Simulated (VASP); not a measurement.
Wanted: the native input for a VASP 6.6.1 run.

| Item | Value |
| --- | --- |
| Task | single point |
| Functional | r2SCAN |
| Potentials or basis | VASP PAW PBE potentials, release 64 (B_h, N_h) |
| Cutoff | 1460 eV |
| k mesh | 12 × 12 × 12 |
| Occupations | gaussian, width 0.05 eV |
| Spin | no spin polarisation |
| Dipole correction | no |
| Further INCAR settings | ALGO = Normal; EDIFF = 1e-06; NBANDS = 11 |

BN:

```
B N
1.0
     0.00000    1.81300    1.81300
     1.81300    0.00000    1.81300
     1.81300    1.81300    0.00000
B N
1 1
Direct
  0.00000 0.00000 0.00000
  0.76194 0.74602 0.74602
```

This cell differs from its parent crystal: all N atoms moved -0.025 Å, as atom 2 towards its neighbour atom 1 (B) at 1.570 Å.

The input as run:

POSCAR

```
BN
1.0
    0.0000000000      1.8130010000      1.8130010000
    1.8130010000      0.0000000000      1.8130010000
    1.8130010000      1.8130010000      0.0000000000
B N
1 1
Direct
    0.0000000000      0.0000000000      0.0000000000
    0.7619418771      0.7460193743      0.7460193743
```

INCAR.step1

```
SYSTEM = BN
  ALGO = Normal
  EDIFF = 1E-5
  ENCUT = 1460
  GGA = PE
  GGA_COMPAT = .FALSE.
  ISMEAR = 0
  LASPH = .TRUE.
  LCHARG = .FALSE.
  LREAL = .FALSE.
  LWAVE = .TRUE.
  NBANDS = 11
  NELM = 120
  PREC = Accurate
  SIGMA = 0.05
```

INCAR.step2

```
SYSTEM = BN
  ALGO = Normal
  EDIFF = 1E-6
  ENCUT = 1460
  GGA_COMPAT = .FALSE.
  ISIF = 2
  ISMEAR = 0
  ISTART = 1
  LASPH = .TRUE.
  LCHARG = .FALSE.
  LMIXTAU = .TRUE.
  LREAL = .FALSE.
  LWAVE = .FALSE.
  METAGGA = R2SCAN
  NBANDS = 11
  NELM = 120
  PREC = Accurate
  SIGMA = 0.05
```

KPOINTS

```
k-points
0
G
  12 12 12
  0 0 0
```

Potentials or basis: VASP PAW PBE potentials, release 64 (B_h, N_h).

Launch:

```bash
$ cat potpaw_PBE.64/B_h/POTCAR potpaw_PBE.64/N_h/POTCAR > POTCAR
$ cp INCAR.step1 INCAR
$ mpirun -np 1 vasp_std > vasp.out
$ cp INCAR.step2 INCAR
$ mpirun -np 1 vasp_std > vasp.out
```

It gave:

The pressure is -5.4 GPa. The largest force is 0.558 eV/Å and the band gap on the k mesh is 4.72 eV (least direct gap 9.05 eV).

Caveat: the cell differs from its parent crystal (all N atoms moved -0.025 Å, as atom 2 towards its neighbour atom 1 (B) at 1.570 Å); the cell stands under tension; the PAW data sets were made with another functional, which shifts forces and pressure a little.

It took 3.1 min on 1 thread of Intel(R) Xeon(R) Platinum 8259CL CPU @ 2.50GHz (Skylake/Cascade Lake), with other jobs on the host, peak memory 0.25 GiB.
